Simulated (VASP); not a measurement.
# AgCl (Fm-3m) in VASP: single point with PBE

Aim: the single point of AgCl with PBE.

All numbers are computed with VASP 6.6.1; they aren't measurements. Logs are shortened: lines on timing, memory, paths and dates and some standing lists are left out, and cuts for length are marked.

### 1 The cell of the first run

The structure is cubic, space group Fm-3m (No. 225). Conventional cell: a = 5.546 Å, b = 5.546 Å, c = 5.546 Å, α = 90.00°, β = 90.00°, γ = 90.00°. Within 3.7 Å of Ag (site symmetry m-3m) lie 6 Cl at 2.77 Å. Within 3.7 Å of Cl (site symmetry m-3m) lie 6 Ag at 2.77 Å.

### 2 Single point, PBE

INCAR

```
SYSTEM = AgCl
ALGO = Normal
EDIFF = 1E-6
ENCUT = 630
GGA = PE
GGA_COMPAT = .False.
ISIF = 2
ISMEAR = -1
LASPH = .True.
LCHARG = .True.
LELF = .True.
LREAL = .False.
LVHAR = .True.
LWAVE = .False.
NBANDS = 20
NELM = 120
PREC = Accurate
SIGMA = 0.2
```

KPOINTS

```
k-points
0
Gamma
  6 6 6
  0 0 0
```

POSCAR

```
AgCl
1.0
    0.0000000000      2.7731838142      2.7731838142
    2.7731838142      0.0000000000      2.7731838142
    2.7731838142      2.7731838142      0.0000000000
Ag Cl
1 1
Direct
    0.0000000000      0.0000000000      0.0000000000
    0.5000000000      0.5000000000      0.5000000000
```

Potentials or basis: VASP PAW PBE potentials, release 64 (Ag_sv_GW, Cl).

On the command line:

```sh
> cat potpaw_PBE.64/Ag_sv_GW/POTCAR potpaw_PBE.64/Cl/POTCAR > POTCAR
> mpirun -np 1 vasp_std > vasp.out
```

OUTCAR:

```text
SYSTEM = AgCl
   EDIFF = 1E-6
   ENCUT = 630
   GGA = PE
   ISIF = 2
   ISMEAR = -1
   LASPH = .True.
   LREAL = .False.
   NELM = 120
   PREC = Accurate

 ion  position               nearest neighbor table
   1  0.000  0.000  0.000-
   2  0.500  0.500  0.500-

  LATTYP: Found a face centered cubic cell.
 ALAT       =     5.5463676284

  Lattice vectors:

 A1 = (   0.0000000000,   2.7731838142,   2.7731838142)
 A2 = (   2.7731838142,   0.0000000000,   2.7731838142)
 A3 = (   2.7731838142,   2.7731838142,   0.0000000000)

Analysis of symmetry for initial positions (statically):
=====================================================================
 Subroutine PRICEL returns:
 Original cell was already a primitive cell.

 Routine SETGRP: Setting up the symmetry group for a
 face centered cubic supercell.

 Subroutine GETGRP returns: Found 48 space group operations
 (whereof 48 operations were pure point group operations)
 out of a pool of 48 trial point group operations.

The static configuration has the point symmetry O_h .

Analysis of symmetry for dynamics (positions and initial velocities):
=====================================================================
 Subroutine PRICEL returns:
 Original cell was already a primitive cell.

 Routine SETGRP: Setting up the symmetry group for a
 face centered cubic supercell.

 Subroutine GETGRP returns: Found 48 space group operations
 (whereof 48 operations were pure point group operations)
 out of a pool of 48 trial point group operations.

The dynamic configuration has the point symmetry O_h .

 Subroutine INISYM returns: Found 48 space group operations
 (whereof 48 operations are pure point group operations),
 and found     1 'primitive' translations

----------------------------------------------------------------------------------------

                                     Primitive cell

  volume of cell :      42.6546

  direct lattice vectors                    reciprocal lattice vectors
     0.000000000  2.773183814  2.773183814    -0.180298182  0.180298182  0.180298182
     2.773183814  0.000000000  2.773183814     0.180298182 -0.180298182  0.180298182
     2.773183814  2.773183814  0.000000000     0.180298182  0.180298182 -0.180298182

  length of vectors
     3.921874161  3.921874161  3.921874161     0.312285612  0.312285612  0.312285612

  position of ions in fractional coordinates (direct lattice)
     0.000000000  0.000000000  0.000000000
     0.500000000  0.500000000  0.500000000

  ion indices of the primitive-cell ions
   primitive index   ion index
                 1           1
                 2           2

----------------------------------------------------------------------------------------

 KPOINTS: k-points

Automatic generation of k-mesh.
 Grid dimensions read from file:
 generate k-points for:    6    6    6

 Generating k-lattice:

  Cartesian coordinates                     Fractional coordinates (reciprocal lattice)
    -0.030049697  0.030049697  0.030049697     0.166666667  0.000000000  0.000000000
     0.030049697 -0.030049697  0.030049697     0.000000000  0.166666667  0.000000000
     0.030049697  0.030049697 -0.030049697     0.000000000  0.000000000  0.166666667

  Length of vectors
     0.052047602  0.052047602  0.052047602

  Shift w.r.t. Gamma in fractional coordinates (k-lattice)
     0.000000000  0.000000000  0.000000000

 Subroutine IBZKPT returns following result:
 ===========================================

 Found     16 irreducible k-points:

 Following reciprocal coordinates:
            Coordinates               Weight
  0.000000  0.000000  0.000000      1.000000
  0.166667  0.000000  0.000000      8.000000
  0.333333  0.000000  0.000000      8.000000
  0.500000  0.000000  0.000000      4.000000
  0.166667  0.166667  0.000000      6.000000
  0.333333  0.166667  0.000000     24.000000
[... 8 lines left out ...]
 -0.333333  0.333333  0.166667     24.000000
 -0.333333  0.500000  0.166667     12.000000
   k-points           NKPTS =     16   k-points in BZ     NKDIM =     16   number of bands    NBANDS=     20
   number of dos      NEDOS =    301   number of ions     NIONS =      2
   total plane-waves  NPLWV =  32768
   dimension x,y,z NGX =    32 NGY =   32 NGZ =   32
   dimension x,y,z NGXF=    64 NGYF=   64 NGZF=   64
   ions per type =               1   1
   NGX,Y,Z   is equivalent  to a cutoff of  13.56, 13.56, 13.56 a.u.
   NGXF,Y,Z  is equivalent  to a cutoff of  27.13, 27.13, 27.13 a.u.
 SYSTEM =  AgCl
   PREC   = accura    normal or accurate (medium, high low for compatibility)
   ISTART =      0    job   : 0-new  1-cont  2-samecut
   ICHARG =      2    charge: 1-file 2-atom 10-const
   ISPIN  =      1    spin polarized calculation?
   LNONCOLLINEAR =      F non collinear calculations
   LSORBIT =      F    spin-orbit coupling
   LASPH  =      T    aspherical Exc in radial PAW
   ENCUT  =  630.0 eV  46.30 Ry    6.80 a.u.   8.03  8.03  8.03*2*pi/ulx,y,z
   NELM   =    120;   NELMIN=  2; NELMDL= -5     # of ELM steps
   EDIFF  = 0.1E-05   stopping-criterion for ELM
   LREAL  =      F    real-space projection
[... 7 lines left out ...]
   TEBEG  =    0.0;   TEEND  =   0.0 temperature during run
   PSTRESS=    0.0 pullay stress
   NELECT =      26.0000    total number of electrons
   NUPDOWN=      -1.0000    fix difference up-down
   EMIN   =  10.00;   EMAX   =-10.00  energy-range for DOS
   EFERMI =   0.00;   METHOD = LEGACY
   ISMEAR =    -1;   SIGMA  =   0.20  broadening in eV -4-tet -1-fermi 0-gaus
   EFERMI_NEDOS =   21; number of points for ismear=-14 and -15
   IALGO  =     38    algorithm
   IMIX   =      4    mixing-type and parameters
     AMIX     =   0.40;   BMIX     =  1.00
     AMIX_MAG =   1.60;   BMIX_MAG =  1.00
  volume/ion in A,a.u.               =      21.33       143.92
  Fermi-wavevector in a.u.,A,eV,Ry     =   1.388068  2.623067 26.214777  1.926732
  Thomas-Fermi vector in A             =   2.512229
   LORBIT       =      0    0 simple, 1 ext, 2 COOP (PROOUT), +10 PAW based schemes
   GGA     = PE    functional components
   LHFCALC =     F    Hartree Fock is set to
   AEXX    =    0.0000 exact exchange contribution
   IVDW    =     0    specifies the selected vdW correction
   LEPSILON=     F    determine dielectric tensor
   LRPA    =     F    only Hartree local field effects (RPA)
 non-spin polarized calculation
  energy-cutoff  :      630.00
  volume of cell :       42.65
 maximum number of plane-waves:      1544
   NGX = 17   NGY = 17   NGZ = 17

 number of electron      26.0000001 magnetization

 Free energy of the ion-electron system (eV)
  ---------------------------------------------------
  ext. energy  EPLUGINS =         0.00000000
  ---------------------------------------------------
  free energy    TOTEN  =        -3.33532835 eV

  energy without entropy =       -3.32825364  energy(sigma->0) =       -3.33179100

 E-fermi :   4.2129     XC(G=0): -10.0865

 val. band max:        3.3426050608   @ k =   0.5000   0.0000   0.0000
 cond. band min:       4.2566307607   @ k =   0.0000   0.0000   0.0000
 fundamental gap:      0.9140256999
 Fermi energy:         4.2129342859

 k-point     1 :       0.0000    0.0000    0.0000
  band No.  band energies     occupation
      1     -86.3830      2.00000
      2     -49.9110      2.00000
      3     -49.9110      2.00000
      4     -49.9110      2.00000
      5     -11.8014      2.00000
      6       0.9026      2.00000
[... 12 lines left out ...]
     19      16.6749      0.00000
     20      16.6762      0.00000

 k-point     2 :       0.1667    0.0000    0.0000
  band No.  band energies     occupation
      1     -86.3831      2.00000
      2     -49.9118      2.00000
      3     -49.9111      2.00000
      4     -49.9111      2.00000
      5     -11.6979      2.00000
      6      -0.1506      2.00000
[... 12 lines left out ...]
     19      15.3251      0.00000
     20      16.0241      0.00000

 k-point     3 :       0.3333    0.0000    0.0000
  band No.  band energies     occupation
      1     -86.3830      2.00000
      2     -49.9132      2.00000
      3     -49.9113      2.00000
      4     -49.9113      2.00000
      5     -11.4773      2.00000
      6      -1.3947      2.00000
[... 12 lines left out ...]
     19      16.1746      0.00000
     20      16.1746      0.00000

 k-point     4 :       0.5000    0.0000    0.0000
  band No.  band energies     occupation
      1     -86.3830      2.00000
      2     -49.9139      2.00000
      3     -49.9115      2.00000
      4     -49.9115      2.00000
      5     -11.3594      2.00000
      6      -1.8919      2.00000
[... 12 lines left out ...]
     19      17.0658      0.00000
     20      17.0658      0.00000

 k-point     5 :       0.1667    0.1667    0.0000
  band No.  band energies     occupation
      1     -86.3830      2.00000
      2     -49.9117      2.00000
      3     -49.9113      2.00000
      4     -49.9113      2.00000
      5     -11.6701      2.00000
      6      -0.6442      2.00000
[... 12 lines left out ...]
     19      17.4163      0.00000
     20      18.2504      0.00000

 k-point     6 :       0.3333    0.1667    0.0000
  band No.  band energies     occupation
      1     -86.3830      2.00000
      2     -49.9128      2.00000
      3     -49.9116      2.00000
      4     -49.9116      2.00000
      5     -11.5030      2.00000
      6      -1.2103      2.00000
[... 12 lines left out ...]
     19      17.3005      0.00000
     20      17.9262      0.00000

 k-point     7 :       0.5000    0.1667    0.0000
  band No.  band energies     occupation
      1     -86.3830      2.00000
      2     -49.9136      2.00000
      3     -49.9119      2.00000
      4     -49.9116      2.00000
      5     -11.3564      2.00000
      6      -1.5872      2.00000
[... 12 lines left out ...]
     19      17.3414      0.00000
     20      18.2925      0.00000

 k-point     8 :      -0.3333    0.1667    0.0000
  band No.  band energies     occupation
      1     -86.3830      2.00000
      2     -49.9134      2.00000
      3     -49.9120      2.00000
      4     -49.9115      2.00000
      5     -11.3872      2.00000
      6      -1.5463      2.00000
[... 12 lines left out ...]
     19      17.5157      0.00000
     20      17.8260      0.00000

 k-point     9 :      -0.1667    0.1667    0.0000
  band No.  band energies     occupation
      1     -86.3830      2.00000
      2     -49.9124      2.00000
      3     -49.9116      2.00000
      4     -49.9112      2.00000
      5     -11.5614      2.00000
      6      -0.9771      2.00000
[... 12 lines left out ...]
     19      16.8637      0.00000
     20      17.7368      0.00000

 k-point    10 :       0.3333    0.3333    0.0000
  band No.  band energies     occupation
      1     -86.3830      2.00000
      2     -49.9131      2.00000
      3     -49.9119      2.00000
      4     -49.9119      2.00000
      5     -11.4396      2.00000
      6      -1.2393      2.00000
[... 12 lines left out ...]
     19      18.2191      0.00000
     20      19.6393      0.00000

 k-point    11 :       0.5000    0.3333    0.0000
  band No.  band energies     occupation
      1     -86.3830      2.00000
      2     -49.9134      2.00000
      3     -49.9123      2.00000
      4     -49.9120      2.00000
      5     -11.3493      2.00000
      6      -1.0816      2.00000
[... 12 lines left out ...]
     19      18.0326      0.00000
     20      18.7742      0.00000

 k-point    12 :      -0.3333    0.3333    0.0000
  band No.  band energies     occupation
      1     -86.3830      2.00000
      2     -49.9130      2.00000
      3     -49.9129      2.00000
      4     -49.9117      2.00000
      5     -11.3226      2.00000
      6      -1.2086      2.00000
[... 12 lines left out ...]
     19      16.4284      0.00000
     20      19.5836      0.00000

 k-point    13 :       0.5000    0.5000    0.0000
  band No.  band energies     occupation
      1     -86.3830      2.00000
      2     -49.9137      2.00000
      3     -49.9121      2.00000
      4     -49.9121      2.00000
      5     -11.3451      2.00000
      6      -0.9725      2.00000
[... 12 lines left out ...]
     19      18.5172      0.00000
     20      18.5182      0.00000

 k-point    14 :       0.5000    0.3333    0.1667
  band No.  band energies     occupation
      1     -86.3830      2.00000
      2     -49.9132      2.00000
      3     -49.9123      2.00000
      4     -49.9117      2.00000
      5     -11.3837      2.00000
      6      -1.3128      2.00000
[... 12 lines left out ...]
     19      17.8476      0.00000
     20      19.4269      0.00000

 k-point    15 :      -0.3333    0.3333    0.1667
  band No.  band energies     occupation
      1     -86.3830      2.00000
      2     -49.9133      2.00000
      3     -49.9126      2.00000
      4     -49.9119      2.00000
      5     -11.3226      2.00000
      6      -1.2140      2.00000
[... 12 lines left out ...]
     19      16.8938      0.00000
     20      18.5574      0.00000

 k-point    16 :      -0.3333    0.5000    0.1667
  band No.  band energies     occupation
      1     -86.3830      2.00000
      2     -49.9133      2.00000
      3     -49.9126      2.00000
      4     -49.9122      2.00000
      5     -11.3190      2.00000
      6      -0.8322      2.00000
[... 12 lines left out ...]
     19      17.6524      0.00000
     20      18.4909      0.00000

------------------------ aborting loop because EDIFF is reached ----------------------------------------

  FORCE on cell =-STRESS in cart. coord.  units (eV):
  Direction    XX          YY          ZZ          XY          YZ          ZX
  --------------------------------------------------------------------------------------
  -------------------------------------------------------------------------------------
  Total        0.3927532      0.3927532      0.3927532      0.0000000     -0.0000000      0.0000000
  in kB       14.7524561     14.7524561     14.7524561      0.0000000     -0.0000000      0.0000000
  external PRESSURE =      14.7524561 kB  Pullay stress =       0.0000000 kB

 VOLUME and BASIS-vectors are now :
 -----------------------------------------------------------------------------
  energy-cutoff  :      630.00
  volume of cell :       42.65
      direct lattice vectors                 reciprocal lattice vectors
     0.000000000  2.773183814  2.773183814    -0.180298182  0.180298182  0.180298182
     2.773183814  0.000000000  2.773183814     0.180298182 -0.180298182  0.180298182
     2.773183814  2.773183814  0.000000000     0.180298182  0.180298182 -0.180298182

 POSITION                                       TOTAL-FORCE (eV/Angst)
 -----------------------------------------------------------------------------------
      0.00000      0.00000      0.00000         0.000000      0.000000      0.000000
      2.77318      2.77318      2.77318        -0.000000     -0.000000     -0.000000
 -----------------------------------------------------------------------------------
    total drift:                                0.000000     -0.000000     -0.000000

  FREE ENERGIE OF THE ION-ELECTRON SYSTEM (eV)
  ---------------------------------------------------
  free  energy   TOTEN  =        -3.3353283544 eV

  energy  without entropy=       -3.3282536393  energy(sigma->0) =       -3.33179100
```

It took 20 s on 1 thread of Intel Xeon Platinum 8375C at 2.90GHz (Ice Lake), shared host; peak memory 0.19 GiB.

What came out:

- Free energy: -3.3353 eV
- Pressure: 1.5 GPa
- Band gap on the k mesh: 0.91 eV (least direct gap 3.23 eV)

A k mesh can miss the band edges.
